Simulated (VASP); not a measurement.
# C6F in VASP: notebook

Runs on C6F. Level: PBE+D3(BJ). Tasks: single point.

Everything below comes from runs of VASP 6.6.1. Logs are shortened: lines on timing, memory, paths and dates and some standing lists are left out, and cuts for length are marked.

## 1. The cell of the first run

The cell holds a slab with vacuum, 7 atoms: a = 2.465 Å, b = 2.465 Å, c = 25.699 Å, α = 90.00°, β = 90.00°, γ = 120.00°.

## 2. Single point, PBE+D3(BJ), collinear spin

File INCAR:

```
PREC = Accurate ; ENCUT = 520
EDIFF = 1E-7 ; ISMEAR = 0
SIGMA = 0.05 ; LREAL = False
LASPH = True ; NELM = 150
ALGO = Normal ; ISIF = 2
LWAVE = False ; LCHARG = False
ISPIN = 2 ; MAGMOM = 0 0 0 0 0 0 1
LORBIT = 11 ; LDIPOL = True
IDIPOL = 3 ; DIPOL = 0.5 0.5 0.489
GGA = PE ; IVDW = 12
NBANDS = 28
```

File KPOINTS:

```
regular mesh
0
Gamma
  12 12 1
```

File POSCAR:

```
C6F
1.0
    2.4650495083      0.0000000000      0.0000000000
   -1.2325247541      2.1347954958      0.0000000000
    0.0000000000      0.0000000000     25.6987123425
C F
6 1
Direct
    0.6666666667      0.3333333333      0.3307558716
    0.3333333333      0.6666666667      0.3308185209
    0.3333333333      0.6666666667      0.4617489566
    0.0000000000      0.0000000000      0.4618971204
    0.0000000000      0.0000000000      0.5859429887
    0.6666666667      0.3333333333      0.5985218190
    0.6666666667      0.3333333333      0.6558653082
```

Potentials or basis: VASP PAW PBE potentials, release 64 (C, F).

The run is started by

```sh
> cat potpaw_PBE.64/C/POTCAR potpaw_PBE.64/F/POTCAR > POTCAR
> mpirun -np 1 vasp_std > vasp.out
```

OUTCAR:

```text
PREC = Accurate
   ENCUT = 520
   EDIFF = 1E-7
   ISMEAR = 0
   LREAL = False
   LASPH = True
   NELM = 150
   ISIF = 2
   ISPIN = 2
   LORBIT = 11
   GGA = PE
   IVDW = 12
 IVDW          = 12

 ion  position               nearest neighbor table
   1  0.667  0.333  0.331-   2 1.42   2 1.42   2 1.42
   2  0.333  0.667  0.331-   1 1.42   1 1.42   1 1.42
   3  0.333  0.667  0.462-   4 1.42   4 1.42   4 1.42
   4  0.000  0.000  0.462-   3 1.42   3 1.42   3 1.42
   5  0.000  0.000  0.586-   6 1.46   6 1.46   6 1.46
   6  0.667  0.333  0.599-   5 1.46   5 1.46   5 1.46   7 1.47
   7  0.667  0.333  0.656-   6 1.47

  LATTYP: Found a hexagonal cell.
 ALAT       =     2.4650495083
 C/A-ratio  =    10.4252317270

  Lattice vectors:

 A1 = (   2.4650495083,   0.0000000000,   0.0000000000)
 A2 = (  -1.2325247541,   2.1347954958,   0.0000000000)
 A3 = (   0.0000000000,   0.0000000000,  25.6987123425)

Analysis of symmetry for initial positions (statically):
=====================================================================
 Subroutine PRICEL returns:
 Original cell was already a primitive cell.

 Routine SETGRP: Setting up the symmetry group for a
 hexagonal supercell.

 Subroutine GETGRP returns: Found  6 space group operations
 (whereof  6 operations were pure point group operations)
 out of a pool of 24 trial point group operations.

The static configuration has the point symmetry C_3v.

Analysis of symmetry for dynamics (positions and initial velocities):
=====================================================================
 Subroutine PRICEL returns:
 Original cell was already a primitive cell.

 Routine SETGRP: Setting up the symmetry group for a
 hexagonal supercell.

 Subroutine GETGRP returns: Found  6 space group operations
 (whereof  6 operations were pure point group operations)
 out of a pool of 24 trial point group operations.

The dynamic configuration has the point symmetry C_3v.

Analysis of structural, dynamic, and magnetic symmetry:
=====================================================================
 Subroutine PRICEL returns:
 Original cell was already a primitive cell.

 Routine SETGRP: Setting up the symmetry group for a
 hexagonal supercell.

 Subroutine GETGRP returns: Found  6 space group operations
 (whereof  6 operations were pure point group operations)
 out of a pool of 24 trial point group operations.

The overall configuration has the point symmetry C_3v.
[... 147 lines left out ...]
  ext. energy  EPLUGINS =         0.00000000
  ---------------------------------------------------
  free energy    TOTEN  =       -56.60460342 eV

  energy without entropy =      -56.60287867  energy(sigma->0) =      -56.60374104

 E-fermi :  -1.8248     XC(G=0):  -4.9543

 val. band max:       -1.8393797243   @ k =   0.3333   0.3333   0.0000
 cond. band min:      -1.8167277593   @ k =   0.3333   0.3333   0.0000
 fundamental gap:      0.0226519650
 Fermi energy:        -1.8248232625

 spin component 1

 k-point     1 :       0.0000    0.0000    0.0000
  band No.  band energies     occupation
      1     -26.3756      1.00000
      2     -21.3802      1.00000
      3     -21.2215      1.00000
      4     -20.0934      1.00000
      5     -10.4215      1.00000
      6      -9.7527      1.00000
[... 559 lines left out ...]
     26      12.4510      0.00000
     27      12.6693      0.00000
 Fermi energy:        -1.8248232625

 spin component 2

 k-point     1 :       0.0000    0.0000    0.0000
  band No.  band energies     occupation
      1     -26.0848      1.00000
      2     -21.3778      1.00000
      3     -21.2155      1.00000
      4     -19.7317      1.00000
      5     -10.0412      1.00000
      6      -9.5857      1.00000
[... 559 lines left out ...]
     26      12.4871      0.00000
     27      12.8099      0.00000
 [bands above 27 left out]

------------------------ aborting loop because EDIFF is reached ----------------------------------------

 vacuum level on the upper side and lower side of the slab       (xc-potential included)         2.013        -2.085

 Edisp (eV)   -0.85390

 E8    (eV) :    -0.2470

  FORCE on cell =-STRESS in cart. coord.  units (eV):
  Direction    XX          YY          ZZ          XY          YZ          ZX
  --------------------------------------------------------------------------------------
  -------------------------------------------------------------------------------------
  Total       4.42968     4.42968     0.32480     0.00000    -0.00000     0.00000
  in kB      52.47952    52.47952     3.84804     0.00000    -0.00000     0.00000
  external pressure =       36.27 kB  Pullay stress =        0.00 kB

 VOLUME and BASIS-vectors are now :
 -----------------------------------------------------------------------------
  energy-cutoff  :      520.00
  volume of cell :      135.24
      direct lattice vectors                 reciprocal lattice vectors
     2.465049508  0.000000000  0.000000000     0.405671365  0.234214472  0.000000000
    -1.232524754  2.134795496  0.000000000     0.000000000  0.468428944  0.000000000
     0.000000000  0.000000000 25.698712342     0.000000000  0.000000000  0.038912455

 POSITION                                       TOTAL-FORCE (eV/Angst)
 -----------------------------------------------------------------------------------
      1.23252      0.71160      8.50000        -0.000000      0.000000      0.011549
     -0.00000      1.42320      8.50161         0.000000     -0.000000     -0.013040
     -0.00000      1.42320     11.86635         0.000000      0.000000     -0.011851
      0.00000      0.00000     11.87016        -0.000000     -0.000000      0.009428
      0.00000      0.00000     15.05798        -0.000000      0.000000     -0.081864
      1.23252      0.71160     15.38124        -0.000000      0.000000     -0.154286
      1.23252      0.71160     16.85489        -0.000000      0.000000      0.240064
 -----------------------------------------------------------------------------------
    total drift:                                0.000000      0.000001     -0.000138

  FREE ENERGIE OF THE ION-ELECTRON SYSTEM (eV)
  ---------------------------------------------------
  free  energy   TOTEN  =       -57.4584997968 eV

  energy  without entropy=      -57.4567750452  energy(sigma->0) =      -57.45763742

 vacuum level on the upper side and lower side of the slab         6.623         2.450

 total charge

# of ion       s       p       d       tot
------------------------------------------
    1        0.863   1.788   0.000   2.651
    2        0.863   1.787   0.000   2.650
    3        0.864   1.785   0.000   2.649
    4        0.864   1.786   0.000   2.650
    5        0.869   1.740   0.000   2.609
    6        0.844   1.726   0.000   2.571
    7        1.764   4.293   0.000   6.057
--------------------------------------------------
tot          6.931  14.905   0.000  21.836

 magnetization (x)

# of ion       s       p       d       tot
------------------------------------------
    1        0.000   0.000   0.000   0.000
    2       -0.000  -0.000   0.000  -0.000
    3        0.001   0.008   0.000   0.009
    4        0.000  -0.002   0.000  -0.002
    5        0.024   0.299   0.000   0.323
    6       -0.000  -0.031   0.000  -0.032
    7        0.001   0.162   0.000   0.162
--------------------------------------------------
tot          0.025   0.435   0.000   0.459
```

stdout:

```text
POSCAR found type information on POSCAR C F
 POSCAR found :  2 types and       7 ions
 scaLAPACK will be used
 LDA part: xc-table for (Slater+PW92), standard interpolation
 POSCAR, INCAR and KPOINTS ok, starting setup
 FFT: planning ... GRIDC
 FFT: planning ... GRID_SOFT
 FFT: planning ... GRID
 WAVECAR not read
 entering main loop
```

Wall time 5.7 min (1 thread of Intel Xeon Platinum 8259CL at 2.50GHz (Skylake/Cascade Lake), shared host); peak memory 0.35 GiB.

What came out:

```
Free energy                                           : -57.4585 eV
Largest force                                         : 0.240 eV/Å
Net moment                                            : 0.73 μB per cell
Site moments                                          : C +0.00, -0.00, +0.01, +0.32, -0.03 (each value once); F +0.16 μB
Valence electrons inside the program's atomic spheres : C 2.65, 2.61, 2.57 (each value once); F 6.06
Dispersion energy per atom                            : -0.122 eV
```

Forces on the atoms (eV/Å):
```
C    0.000  0.000  0.012
C    0.000  0.000 -0.013
C    0.000  0.000 -0.012
C    0.000  0.000  0.009
C    0.000  0.000 -0.082
C    0.000  0.000 -0.154
F    0.000  0.000  0.240
```

Caveat: a moment this small can come from the mesh or the smearing.

## 3. Single point, PBE+D3(BJ), collinear spin

File INCAR:

```
PREC     = Accurate       # precision mode
ENCUT    = 520            # plane-wave cutoff, eV
EDIFF    = 1E-7           # SCF threshold, eV
ISMEAR   = 0              # smearing method
SIGMA    = 0.05           # smearing width, eV
LREAL    = F              # projectors in reciprocal space
LASPH    = T              # aspherical terms in the spheres
NELM     = 150            # most SCF steps
ALGO     = Normal         # electronic algorithm
ISIF     = 2              # what is computed and relaxed
LWAVE    = F              # write WAVECAR
LCHARG   = T              # write CHGCAR
ISPIN    = 2              # spin polarisation
MAGMOM   = 0 0 0 0 0 0 1  # initial moments
LORBIT   = 11             # projections on sites
LDIPOL   = T            
IDIPOL   = 3            
DIPOL    = 0.5 0.5 0.502
GGA      = PE             # functional
IVDW     = 12             # dispersion correction
LELF     = T              # ELF
LVHAR    = T            
LVACPOTAV= T            
NBANDS   = 28             # bands
```

File KPOINTS:

```
Automatic mesh
0
Gamma
  12 12 1
```

File POSCAR:

```
C6F
1.0
    2.4650495083      0.0000000000      0.0000000000
   -1.2325247541      2.1347954958      0.0000000000
    0.0000000000      0.0000000000     25.6987123425
C F
6 1
Direct
    0.6666666667      0.3333333333      0.3307558716
    0.3333333333      0.6666666667      0.3308185209
    0.3333333333      0.6666666667      0.4632621600
    0.0000000000      0.0000000000      0.4631498198
    0.0000000000      0.0000000000      0.6769222281
    0.6666666667      0.3333333333      0.6769260620
    0.3333333333      0.6666666667      0.5706123856
```

Potentials or basis: VASP PAW PBE potentials, release 64 (C, F).

The run is started by

```sh
> cat potpaw_PBE.64/C/POTCAR potpaw_PBE.64/F/POTCAR > POTCAR
> mpirun -np 1 vasp_std > vasp.out
```

OUTCAR:

```text
PREC = Accurate
   ENCUT = 520
   EDIFF = 1E-7
   ISMEAR = 0
   LREAL = F
   LASPH = T
   NELM = 150
   ISIF = 2
   ISPIN = 2
   LORBIT = 11
   GGA = PE
   IVDW = 12
 IVDW          = 12

 ion  position               nearest neighbor table
   1  0.667  0.333  0.331-   2 1.42   2 1.42   2 1.42
   2  0.333  0.667  0.331-   1 1.42   1 1.42   1 1.42
   3  0.333  0.667  0.463-   4 1.42   4 1.42   4 1.42
   4  0.000  0.000  0.463-   3 1.42   3 1.42   3 1.42
   5  0.000  0.000  0.677-   6 1.42   6 1.42   6 1.42
   6  0.667  0.333  0.677-   5 1.42   5 1.42   5 1.42
   7  0.333  0.667  0.571-

  LATTYP: Found a hexagonal cell.
 ALAT       =     2.4650495083
[... 1381 lines left out ...]
     -0.00000      1.42320      8.50161        -0.000000     -0.000000     -0.011239
     -0.00000      1.42320     11.90524         0.000000     -0.000000      0.008072
      0.00000      0.00000     11.90235        -0.000000     -0.000000     -0.016669
      0.00000      0.00000     17.39603         0.000000     -0.000000      0.000024
      1.23252      0.71160     17.39613         0.000000     -0.000000     -0.003929
     -0.00000      1.42320     14.66400         0.000000     -0.000000      0.008777
 -----------------------------------------------------------------------------------
    total drift:                                0.000000     -0.000000      0.000020

  FREE ENERGIE OF THE ION-ELECTRON SYSTEM (eV)
  ---------------------------------------------------
  free  energy   TOTEN  =       -57.7575785276 eV

  energy  without entropy=      -57.7558257031  energy(sigma->0) =      -57.75670212

 vacuum level on the upper side and lower side of the slab         4.013         2.975

 total charge

# of ion       s       p       d       tot
------------------------------------------
    1        0.864   1.785   0.000   2.649
    2        0.864   1.785   0.000   2.649
    3        0.866   1.774   0.000   2.640
    4        0.865   1.779   0.000   2.644
    5        0.866   1.774   0.000   2.640
    6        0.866   1.774   0.000   2.640
    7        1.760   4.080   0.000   5.840
--------------------------------------------------
tot          6.951  14.751   0.000  21.701

 magnetization (x)

# of ion       s       p       d       tot
------------------------------------------
    1        0.000   0.001   0.000   0.001
    2        0.000   0.001   0.000   0.001
    3        0.000   0.013   0.000   0.013
    4        0.001   0.020   0.000   0.020
    5        0.001   0.017   0.000   0.018
    6        0.001   0.017   0.000   0.018
    7        0.003   0.702   0.000   0.705
--------------------------------------------------
tot          0.006   0.772   0.000   0.777
```

Run time: 5.3 min. Hardware: 1 thread of Intel Xeon Platinum 8259CL at 2.50GHz (Skylake/Cascade Lake), shared host; peak memory 0.34 GiB.

What came out:

```
Free energy                                           : -57.7576 eV
Largest force                                         : 0.017 eV/Å
Net moment                                            : 0.90 μB per cell
Site moments                                          : C +0.00, +0.01, +0.02 (each value once); F +0.70 μB
Valence electrons inside the program's atomic spheres : C 2.65, 2.64 (each value once); F 5.84
Dispersion energy per atom                            : -0.117 eV
```

Forces on the atoms (eV/Å):
```
C    0.000  0.000  0.015
C    0.000  0.000 -0.011
C    0.000  0.000  0.008
C    0.000  0.000 -0.017
C    0.000  0.000  0.000
C    0.000  0.000 -0.004
F    0.000  0.000  0.009
```
